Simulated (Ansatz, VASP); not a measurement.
# One calculation of Ag, two programs

```
Ag
1.0
     1.42119   -2.46243    0.00000
     1.42119    2.46243    0.00000
     0.00000    0.00000    2.77573
Ag
1
Direct
  0.50000 0.50000 0.50000
```

Alike in both runs: functional PBE; k mesh 22 × 22 × 20; occupations gaussian, width 0.1 eV; no spin polarisation.

Ansatz relaxed the structure, and its values are those at the end. VASP's run is a single point on that final structure, the one shown.

|  | VASP | Ansatz |
| --- | --- | --- |
| version | VASP 6.6.1 | Ansatz 0.2.0 |
| potentials or method | VASP PAW PBE potentials, release 64 (Ag), cutoff 520 eV | scalar-relativistic, plane waves, PAW |
| valence electrons in the cell | 11 | 19 |

|  | VASP | Ansatz | Ansatz less VASP |
| --- | --- | --- | --- |
| gap on the k mesh at the Fermi level (eV) | none | none | - |
| pressure (GPa) | 0.0 | 0.0 | +0.04 |

A gap of «none» marks a metal or a gap that the smearing closes. VASP's potentials hold 11 valence electrons a cell and Ansatz's 19, so a difference there can come from the potentials and not from the codes.
